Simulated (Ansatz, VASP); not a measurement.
**Li2S: VASP beside Ansatz**

Contents of POSCAR:

```
Li2S
1.0
    0.0000000000      2.8445000000      2.8445000000
    2.8445000000      0.0000000000      2.8445000000
    2.8445000000      2.8445000000      0.0000000000
Li S
2 1
Direct
    0.2500000000      0.2500000000      0.2500000000
    0.7500000000      0.7500000000      0.7500000000
    0.0000000000      0.0000000000      0.0000000000
```

INCAR.step1

```
SYSTEM = Li2S
PREC = Accurate ; ENCUT = 830
ISMEAR = 0 ; SIGMA = 0.02
LREAL = .FALSE. ; LASPH = .TRUE.
NELM = 120 ; GGA = PE
ALGO = Normal ; EDIFF = 1E-5
LWAVE = .TRUE. ; LCHARG = .FALSE.
GGA_COMPAT = .FALSE. ; IBRION = 2
ISIF = 3 ; EDIFFG = -0.005
NELMIN = 4 ; NSW = 100
```

Contents of INCAR.step2:

```
SYSTEM = Li2S
PREC = Accurate ; ENCUT = 830
EDIFF = 1E-7 ; ISMEAR = 0
SIGMA = 0.02 ; LREAL = .FALSE.
LASPH = .TRUE. ; NELM = 120
ALGO = Normal ; ISIF = 3
LWAVE = .FALSE. ; LCHARG = .FALSE.
METAGGA = R2SCAN ; LMIXTAU = .TRUE.
IBRION = 2 ; NSW = 100
EDIFFG = -0.005 ; ISTART = 1
GGA_COMPAT = .FALSE. ; NELMIN = 4
```

File KPOINTS:

```
regular mesh
0
G
  8 8 8
  0 0 0
```

Input for Ansatz:

```yaml
crystal:
  lattice:
    - [0.0, 2.8445, 2.8445]
    - [2.8445, 0.0, 2.8445]
    - [2.8445, 2.8445, 0.0]
  atoms:
    - { symbol: Li, position: [0.25, 0.25, 0.25] }
    - { symbol: Li, position: [0.75, 0.75, 0.75] }
    - { symbol: S, position: [0.0, 0.0, 0.0] }
basis:
  ecutwfc: 500
kpoints:
  mp_grid: { grid: [8, 8, 8] }
hamiltonian:
  xc: r2scan
scf:
  occupations: { method: gaussian, width: 0.02 }
output:
  forces: true
  stress: true
  eigenvalues: true
  write_density: true
  write_potential: true
  elf: true
  volumetric_format: npy
relax:
  adjacent_minimum: "off"
  f_tol: 0.005
  max_steps: 80
  cell: { stress_tol: 0.05 }
```

Alike in both runs: task relaxation of cell and atoms; functional r2SCAN; k mesh 8 × 8 × 8; occupations gaussian, width 0.02 eV; no spin polarisation.

|  | VASP | Ansatz |
| --- | --- | --- |
| version | VASP 6.6.1 | Ansatz 0.2.0 |
| potentials or method | VASP PAW PBE potentials, release 64 (Li_sv, S), cutoff 830 eV | scalar-relativistic, plane waves, PAW |
| valence electrons in the cell | 12 | 12 |

|  | VASP | Ansatz | Ansatz less VASP |
| --- | --- | --- | --- |
| gap on the k mesh at the Fermi level, each at its own relaxed structure (eV) | 3.85 | 3.87 | +0.020 |
| relaxed volume (Å³/atom) | 15.28 | 15.34 | +0.066 |
| relaxed cell length with the largest relative difference (Å) | 4.017 | 4.023 | +0.0057 |

VASP's potentials were made for PBE, not for r2SCAN.
